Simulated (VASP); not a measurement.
# Rh (Fm-3m) in VASP: notebook

The runs below take Rh through single point, with PBE+D3(BJ).

Everything below comes from runs of VASP 6.6.1. Logs are shortened: lines on timing, memory, paths and dates and some standing lists are left out, and cuts for length are marked.

## (1) The cell of the first run

Symmetry: Fm-3m, No. 225, cubic system. Conventional cell: a = 3.731 Å, b = 3.731 Å, c = 3.731 Å, α = 90.00°, β = 90.00°, γ = 90.00°. Rh (site symmetry m-3m) has 12 Rh at 2.64 Å within 3.5 Å.

## (2) Single point, PBE+D3(BJ)

INCAR reads:

```
SYSTEM = Rh
ALGO     = Normal         ! electronic algorithm
EDIFF    = 1E-6           ! SCF threshold, eV
ENCUT    = 500            ! plane-wave cutoff, eV
GGA      = PE             ! functional
GGA_COMPAT= .FALSE.      
ISIF     = 2              ! what is computed and relaxed
ISMEAR   = 1              ! smearing method
IVDW     = 12             ! dispersion correction
LASPH    = .TRUE.         ! aspherical terms in the spheres
LCHARG   = .FALSE.        ! write CHGCAR
LREAL    = .FALSE.        ! projectors in reciprocal space
LWAVE    = .FALSE.        ! write WAVECAR
NBANDS   = 14             ! bands
NELM     = 120            ! most SCF steps
PREC     = Accurate       ! precision mode
SIGMA    = 0.1            ! smearing width, eV
```

KPOINTS reads:

```
k-points
0
G
  13 13 13
  0 0 0
```

POSCAR reads:

```
Rh
1.0
    0.0000000000      1.8656768355      1.8656768355
    1.8656768355      0.0000000000      1.8656768355
    1.8656768355      1.8656768355      0.0000000000
Rh
1
Direct
    0.0000000000      0.0000000000      0.0000000000
```

Potentials or basis: VASP PAW PBE potentials, release 64 (Rh_pv).

Started as:

```sh
$ cat potpaw_PBE.64/Rh_pv/POTCAR > POTCAR
$ mpirun -np 1 vasp_std > vasp.out
```

OUTCAR:

```text
SYSTEM = Rh
   EDIFF = 1E-6
   ENCUT = 500
   GGA = PE
   ISIF = 2
   ISMEAR = 1
   IVDW = 12
   LASPH = .TRUE.
   LREAL = .FALSE.
   NELM = 120
   PREC = Accurate
 IVDW          = 12

 ion  position               nearest neighbor table
   1  0.000  0.000  0.000-

  LATTYP: Found a face centered cubic cell.
 ALAT       =     3.7313536710

  Lattice vectors:

 A1 = (   0.0000000000,   1.8656768355,   1.8656768355)
 A2 = (   1.8656768355,   0.0000000000,   1.8656768355)
 A3 = (   1.8656768355,   1.8656768355,   0.0000000000)

Analysis of symmetry for initial positions (statically):
=====================================================================
 Subroutine PRICEL returns:
 Original cell was already a primitive cell.

 Routine SETGRP: Setting up the symmetry group for a
 face centered cubic supercell.

 Subroutine GETGRP returns: Found 48 space group operations
 (whereof 48 operations were pure point group operations)
 out of a pool of 48 trial point group operations.

The static configuration has the point symmetry O_h .

Analysis of symmetry for dynamics (positions and initial velocities):
=====================================================================
 Subroutine PRICEL returns:
 Original cell was already a primitive cell.

 Routine SETGRP: Setting up the symmetry group for a
 face centered cubic supercell.

 Subroutine GETGRP returns: Found 48 space group operations
 (whereof 48 operations were pure point group operations)
 out of a pool of 48 trial point group operations.

The dynamic configuration has the point symmetry O_h .

 Subroutine INISYM returns: Found 48 space group operations
 (whereof 48 operations are pure point group operations),
 and found     1 'primitive' translations

----------------------------------------------------------------------------------------

                                     Primitive cell

  volume of cell :      12.9879

  direct lattice vectors                    reciprocal lattice vectors
     0.000000000  1.865676835  1.865676835    -0.267999254  0.267999254  0.267999254
     1.865676835  0.000000000  1.865676835     0.267999254 -0.267999254  0.267999254
     1.865676835  1.865676835  0.000000000     0.267999254  0.267999254 -0.267999254

  length of vectors
     2.638465484  2.638465484  2.638465484     0.464188324  0.464188324  0.464188324

  position of ions in fractional coordinates (direct lattice)
     0.000000000  0.000000000  0.000000000

  ion indices of the primitive-cell ions
   primitive index   ion index
                 1           1

----------------------------------------------------------------------------------------

 KPOINTS: k-points

Automatic generation of k-mesh.
 Grid dimensions read from file:
 generate k-points for:   13   13   13

 Generating k-lattice:

  Cartesian coordinates                     Fractional coordinates (reciprocal lattice)
    -0.020615327  0.020615327  0.020615327     0.076923077  0.000000000  0.000000000
     0.020615327 -0.020615327  0.020615327     0.000000000  0.076923077  0.000000000
     0.020615327  0.020615327 -0.020615327     0.000000000  0.000000000  0.076923077

  Length of vectors
     0.035706794  0.035706794  0.035706794

  Shift w.r.t. Gamma in fractional coordinates (k-lattice)
     0.000000000  0.000000000  0.000000000

 Subroutine IBZKPT returns following result:
 ===========================================

 Found     84 irreducible k-points:

 Following reciprocal coordinates:
            Coordinates               Weight
  0.000000  0.000000  0.000000      1.000000
  0.076923  0.000000  0.000000      8.000000
  0.153846  0.000000  0.000000      8.000000
  0.230769  0.000000  0.000000      8.000000
  0.307692  0.000000  0.000000      8.000000
  0.384615  0.000000  0.000000      8.000000
[... 16 lines left out ...]
  0.384615  0.153846  0.000000     24.000000
  0.461538  0.153846  0.000000     24.000000
 [... further k-points ...]
   k-points           NKPTS =     84   k-points in BZ     NKDIM =     84   number of bands    NBANDS=     14
   number of dos      NEDOS =    301   number of ions     NIONS =      1
   total plane-waves  NPLWV =   8000
   dimension x,y,z NGX =    20 NGY =   20 NGZ =   20
   dimension x,y,z NGXF=    40 NGYF=   40 NGZF=   40
   ions per type =               1
   NGX,Y,Z   is equivalent  to a cutoff of  12.60, 12.60, 12.60 a.u.
   NGXF,Y,Z  is equivalent  to a cutoff of  25.20, 25.20, 25.20 a.u.
 SYSTEM =  Rh
   PREC   = accura    normal or accurate (medium, high low for compatibility)
   ISTART =      0    job   : 0-new  1-cont  2-samecut
   ICHARG =      2    charge: 1-file 2-atom 10-const
   ISPIN  =      1    spin polarized calculation?
   LNONCOLLINEAR =      F non collinear calculations
   LSORBIT =      F    spin-orbit coupling
   LASPH  =      T    aspherical Exc in radial PAW
   ENCUT  =  500.0 eV  36.75 Ry    6.06 a.u.   4.81  4.81  4.81*2*pi/ulx,y,z
   NELM   =    120;   NELMIN=  2; NELMDL= -5     # of ELM steps
   EDIFF  = 0.1E-05   stopping-criterion for ELM
   LREAL  =      F    real-space projection
   EDIFFG = 0.1E-04   stopping-criterion for IOM
   NSW    =      0    number of steps for IOM
   IBRION =     -1    ionic relax: 0-MD 1-quasi-New 2-CG
   NFREE  =      0    steps in history (QN), initial steepest desc. (CG)
   ISIF   =      2    stress and relaxation
   ISYM   =      2    0-nonsym 1-usesym 2-fastsym
   POTIM  = 0.5000    time-step for ionic-motion
   TEBEG  =    0.0;   TEEND  =   0.0 temperature during run
   PSTRESS=    0.0 pullay stress
   NELECT =      15.0000    total number of electrons
   NUPDOWN=      -1.0000    fix difference up-down
   EMIN   =  10.00;   EMAX   =-10.00  energy-range for DOS
   EFERMI =   0.00;   METHOD = LEGACY
   ISMEAR =     1;   SIGMA  =   0.10  broadening in eV -4-tet -1-fermi 0-gaus
   EFERMI_NEDOS =   21; number of points for ismear=-14 and -15
   IALGO  =     38    algorithm
   IMIX   =      4    mixing-type and parameters
     AMIX     =   0.40;   BMIX     =  1.00
     AMIX_MAG =   1.60;   BMIX_MAG =  1.00
  volume/ion in A,a.u.               =      12.99        87.65
  Fermi-wavevector in a.u.,A,eV,Ry     =   1.717614  3.245819 40.139865  2.950197
  Thomas-Fermi vector in A             =   2.794581
   LORBIT       =      0    0 simple, 1 ext, 2 COOP (PROOUT), +10 PAW based schemes
   GGA     = PE    functional components
   LHFCALC =     F    Hartree Fock is set to
   AEXX    =    0.0000 exact exchange contribution
   IVDW    =    12    specifies the selected vdW correction
   LEPSILON=     F    determine dielectric tensor
   LRPA    =     F    only Hartree local field effects (RPA)
 non-spin polarized calculation
 Methfessel and Paxton  Order N= 1 SIGMA  =   0.10
  energy-cutoff  :      500.00
  volume of cell :       12.99
 maximum number of plane-waves:       335
   NGX =  9   NGY =  9   NGZ =  9

 number of electron      14.9999996 magnetization

 Free energy of the ion-electron system (eV)
  ---------------------------------------------------
  ext. energy  EPLUGINS =         0.00000000
  ---------------------------------------------------
  free energy    TOTEN  =        -7.18337397 eV

  energy without entropy =       -7.18331864  energy(sigma->0) =       -7.18335552

 E-fermi :  12.9601     XC(G=0): -14.4021

 val. band max:       12.9480829139   @ k =  -0.1538   0.1538   0.0000
 cond. band min:      12.9923209300   @ k =  -0.3846   0.1538   0.0000
 fundamental gap:      0.0442380161
 Fermi energy:        12.9600641474

 k-point     1 :       0.0000    0.0000    0.0000
  band No.  band energies     occupation
      1     -33.4974      2.00000
      2     -33.4974      2.00000
      3     -33.4974      2.00000
      4       4.5974      2.00000
      5       9.6195      2.00000
      6       9.6195      2.00000
      7       9.6195      2.00000
      8      11.9033      2.00000
      9      11.9033      2.00000
     10      28.9179      0.00000
     11      33.3444      0.00000
     12      34.7095      0.00000
     13      34.7095      0.00000
     14      34.7095      0.00000

 k-point     2 :       0.0769    0.0000    0.0000
  band No.  band energies     occupation
      1     -33.5504      2.00000
      2     -33.5044      2.00000
      3     -33.5044      2.00000
      4       4.8476      2.00000
      5       9.5063      2.00000
      6       9.7183      2.00000
      7       9.7183      2.00000
      8      11.8472      2.00000
      9      11.8472      2.00000
     10      29.2972      0.00000
     11      33.3368      0.00000
     12      33.4842      0.00000
     13      35.0917      0.00000
     14      35.0917      0.00000

 k-point     3 :       0.1538    0.0000    0.0000
  band No.  band energies     occupation
      1     -33.6960      2.00000
      2     -33.5239      2.00000
      3     -33.5239      2.00000
      4       5.5223      2.00000
      5       9.2858      2.00000
      6       9.9347      2.00000
      7       9.9347      2.00000
      8      11.7771      2.00000
      9      11.7771      2.00000
     10      30.2034      0.00000
     11      31.2874      0.00000
     12      33.3462      0.00000
     13      36.1715      0.00000
     14      36.1715      0.00000

 k-point     4 :       0.2308    0.0000    0.0000
  band No.  band energies     occupation
      1     -33.8979      2.00000
      2     -33.5513      2.00000
      3     -33.5513      2.00000
      4       6.2928      2.00000
      5       9.3655      2.00000
      6      10.0274      2.00000
      7      10.0274      2.00000
      8      11.9633      2.00000
      9      11.9633      2.00000
     10      29.0405      0.00000
     11      30.8085      0.00000
     12      33.3463      0.00000
     13      37.7230      0.00000
     14      37.7230      0.00000

 k-point     5 :       0.3077    0.0000    0.0000
  band No.  band energies     occupation
      1     -34.1083      2.00000
      2     -33.5801      2.00000
      3     -33.5801      2.00000
      4       6.5936      2.00000
      5       9.8841      2.00000
      6       9.8841      2.00000
      7      10.3348      2.00000
      8      12.5060      2.00000
      9      12.5060      2.00000
     10      26.7340      0.00000
     11      30.1877      0.00000
[... 276 lines left out ...]
 k-point    22 :       0.3077    0.1538    0.0000
  band No.  band energies     occupation
      1     -33.9928      2.00000
      2     -33.6347      2.00000
      3     -33.6298      2.00000
      4       7.0761      2.00000
      5       8.4951      2.00000
      6       9.8954      2.00000
      7      10.6846      2.00000
      8      12.3379      2.00000
      9      12.8532      2.06175
     10      28.9015      0.00000
     11      31.6752      0.00000
     12      33.3447      0.00000
     13      33.9390      0.00000
     14      35.2800      0.00000

 k-point    23 :       0.3846    0.1538    0.0000
  band No.  band energies     occupation
      1     -34.1571      2.00000
      2     -33.6732      2.00000
      3     -33.6574      2.00000
      4       7.1303      2.00000
      5       9.0352      2.00000
      6       9.6726      2.00000
      7      10.5301      2.00000
      8      13.3695     -0.00000
      9      13.8876     -0.00000
     10      26.2530      0.00000
     11      30.6518      0.00000
     12      33.3445      0.00000
     13      33.4008      0.00000
     14      35.2428      0.00000

 k-point    24 :       0.4615    0.1538    0.0000
  band No.  band energies     occupation
      1     -34.2755      2.00000
      2     -33.7168      2.00000
      3     -33.6656      2.00000
      4       7.0308      2.00000
      5       9.0054      2.00000
      6      10.3240      2.00000
      7      10.3292      2.00000
      8      13.6737     -0.00000
      9      15.7063      0.00000
     10      23.6253      0.00000
     11      29.7984      0.00000
     12      33.1568      0.00000
     13      33.3426      0.00000
     14      34.1308      0.00000

 [... further k-points ...]

------------------------ aborting loop because EDIFF is reached ----------------------------------------

 Edisp (eV)   -0.68684

 E8    (eV) :    -0.3085

  FORCE on cell =-STRESS in cart. coord.  units (eV):
  Direction    XX          YY          ZZ          XY          YZ          ZX
  --------------------------------------------------------------------------------------
  -------------------------------------------------------------------------------------
  Total       1.30338     1.30338     1.30338     0.00000     0.00000     0.00000
  in kB     160.78335   160.78335   160.78335     0.00000     0.00000     0.00000
  external pressure =      160.78 kB  Pullay stress =        0.00 kB

 VOLUME and BASIS-vectors are now :
 -----------------------------------------------------------------------------
  energy-cutoff  :      500.00
  volume of cell :       12.99
      direct lattice vectors                 reciprocal lattice vectors
     0.000000000  1.865676835  1.865676835    -0.267999254  0.267999254  0.267999254
     1.865676835  0.000000000  1.865676835     0.267999254 -0.267999254  0.267999254
     1.865676835  1.865676835  0.000000000     0.267999254  0.267999254 -0.267999254

 POSITION                                       TOTAL-FORCE (eV/Angst)
 -----------------------------------------------------------------------------------
      0.00000      0.00000      0.00000         0.000000     -0.000000      0.000000
 -----------------------------------------------------------------------------------
    total drift:                                0.000000      0.000000      0.000000

  FREE ENERGIE OF THE ION-ELECTRON SYSTEM (eV)
  ---------------------------------------------------
  free  energy   TOTEN  =        -7.8702115037 eV

  energy  without entropy=       -7.8701561738  energy(sigma->0) =       -7.87019306
```

Wall time 21 s (1 thread of Intel Xeon 8259CL, shared host); peak memory 0.14 GiB.

Results:

```yaml
Free_energy: -7.8702 eV
Pressure: 16.1 GPa
Band_gap_on_the_k_mesh: zero (an odd number of electrons rules out a gap without spin polarisation)
Dispersion_energy_per_atom: -0.687 eV
```

Levels at points of the mesh, in eV from the Fermi level:
```tsv
k point	band 5	band 6	band 7	band 8	band 9	band 10
(0.00, 0.00, 0.00)	-3.34	-3.34	-3.34	-1.06	-1.06	15.96
```

Caveat: the cell stands under pressure.

## (3) Single point, PBE+D3(BJ)

This run uses another cell than the first one, of 13.40 Å³/atom.

INCAR reads:

```
SYSTEM = Rh
PREC     = Accurate       ! precision mode
ENCUT    = 500            ! plane-wave cutoff, eV
EDIFF    = 1E-6           ! SCF threshold, eV
ISMEAR   = 1              ! smearing method
SIGMA    = 0.1            ! smearing width, eV
LREAL    = .FALSE.        ! projectors in reciprocal space
LASPH    = .TRUE.         ! aspherical terms in the spheres
NELM     = 120            ! most SCF steps
ALGO     = Normal         ! electronic algorithm
ISIF     = 2              ! what is computed and relaxed
LWAVE    = .FALSE.        ! write WAVECAR
LCHARG   = .FALSE.        ! write CHGCAR
GGA      = PE             ! functional
IVDW     = 12             ! dispersion correction
NBANDS   = 14             ! bands
GGA_COMPAT= .FALSE.
```

KPOINTS reads:

```
regular mesh
0
G
  13 13 13
  0 0 0
```

POSCAR reads:

```
Rh
1.0
    0.0000000000      1.8851123679      1.8851123679
    1.8851123679      0.0000000000      1.8851123679
    1.8851123679      1.8851123679      0.0000000000
Rh
1
Direct
    0.0000000000      0.0000000000      0.0000000000
```

Potentials or basis: VASP PAW PBE potentials, release 64 (Rh_pv).

Started as:

```sh
$ cat potpaw_PBE.64/Rh_pv/POTCAR > POTCAR
$ mpirun -np 1 vasp_std > vasp.out
```

OUTCAR:

```text
SYSTEM = Rh
   PREC = Accurate
   ENCUT = 500
   EDIFF = 1E-6
   ISMEAR = 1
   LREAL = .FALSE.
   LASPH = .TRUE.
   NELM = 120
   ISIF = 2
   GGA = PE
   IVDW = 12
 IVDW          = 12

 ion  position               nearest neighbor table
   1  0.000  0.000  0.000-

  LATTYP: Found a face centered cubic cell.
 ALAT       =     3.7702247358

  Lattice vectors:

 A1 = (   0.0000000000,   1.8851123679,   1.8851123679)
 A2 = (   1.8851123679,   0.0000000000,   1.8851123679)
 A3 = (   1.8851123679,   1.8851123679,   0.0000000000)

Analysis of symmetry for initial positions (statically):
=====================================================================
 Subroutine PRICEL returns:
 Original cell was already a primitive cell.

 Routine SETGRP: Setting up the symmetry group for a
 face centered cubic supercell.

 Subroutine GETGRP returns: Found 48 space group operations
 (whereof 48 operations were pure point group operations)
 out of a pool of 48 trial point group operations.

The static configuration has the point symmetry O_h .

Analysis of symmetry for dynamics (positions and initial velocities):
=====================================================================
 Subroutine PRICEL returns:
[... 172 lines left out ...]
      9      11.3556      2.00000
     10      28.3584      0.00000
     11      32.8389      0.00000
     12      33.9692      0.00000
     13      33.9692      0.00000
     14      33.9692      0.00000
[... 377 lines left out ...]
      1     -34.7388      2.00000
      2     -34.2371      2.00000
      3     -34.1913      2.00000
      4       6.6831      2.00000
      5       8.6019      2.00000
      6       9.8477      2.00000
      7       9.8570      2.00000
      8      13.0381     -0.00000
      9      15.0250      0.00000
     10      22.7252      0.00000
     11      29.0933      0.00000
     12      32.2199      0.00000
     13      32.8303      0.00000
     14      33.1778      0.00000

 [... further k-points ...]

------------------------ aborting loop because EDIFF is reached ----------------------------------------

 Edisp (eV)   -0.66497

 E8    (eV) :    -0.2986

  FORCE on cell =-STRESS in cart. coord.  units (eV):
  Direction    XX          YY          ZZ          XY          YZ          ZX
  --------------------------------------------------------------------------------------
  -------------------------------------------------------------------------------------
  Total       0.47411     0.47411     0.47411     0.00000    -0.00000     0.00000
  in kB      56.69511    56.69511    56.69511     0.00000    -0.00000     0.00000
  external pressure =       56.70 kB  Pullay stress =        0.00 kB

 VOLUME and BASIS-vectors are now :
 -----------------------------------------------------------------------------
  energy-cutoff  :      500.00
  volume of cell :       13.40
      direct lattice vectors                 reciprocal lattice vectors
     0.000000000  1.885112368  1.885112368    -0.265236178  0.265236178  0.265236178
     1.885112368  0.000000000  1.885112368     0.265236178 -0.265236178  0.265236178
     1.885112368  1.885112368  0.000000000     0.265236178  0.265236178 -0.265236178

 POSITION                                       TOTAL-FORCE (eV/Angst)
 -----------------------------------------------------------------------------------
      0.00000      0.00000      0.00000         0.000000      0.000000      0.000000
 -----------------------------------------------------------------------------------
    total drift:                                0.000000      0.000000      0.000000

  FREE ENERGIE OF THE ION-ELECTRON SYSTEM (eV)
  ---------------------------------------------------
  free  energy   TOTEN  =        -7.8974458325 eV

  energy  without entropy=       -7.8973660838  energy(sigma->0) =       -7.89741925
```

stdout:

```text
POSCAR found type information on POSCAR Rh
 POSCAR found :  1 types and       1 ions
 scaLAPACK will be used
 LDA part: xc-table for (Slater+PW92), standard interpolation
 POSCAR, INCAR and KPOINTS ok, starting setup
 FFT: planning ... GRIDC
 FFT: planning ... GRID_SOFT
 FFT: planning ... GRID
 WAVECAR not read
 entering main loop
```

Wall time 20 s (1 thread of Intel Xeon 8259CL, shared host); peak memory 0.14 GiB.

Results:

- Free energy: -7.8974 eV
- Pressure: 5.7 GPa
- Band gap on the k mesh: zero (an odd number of electrons rules out a gap without spin polarisation)
- Dispersion energy per atom: -0.665 eV

Levels at points of the mesh, in eV from the Fermi level:
```
           k point  band 4  band 5  band 6  band 7  band 8  band 9  band 10  band 11
(0.00, 0.00, 0.00)   -8.13   -3.18   -3.18   -3.18   -1.01   -1.01    15.99    20.47
```

Caveat: the cell stands under pressure.

(Continued in part 2 of 2.)
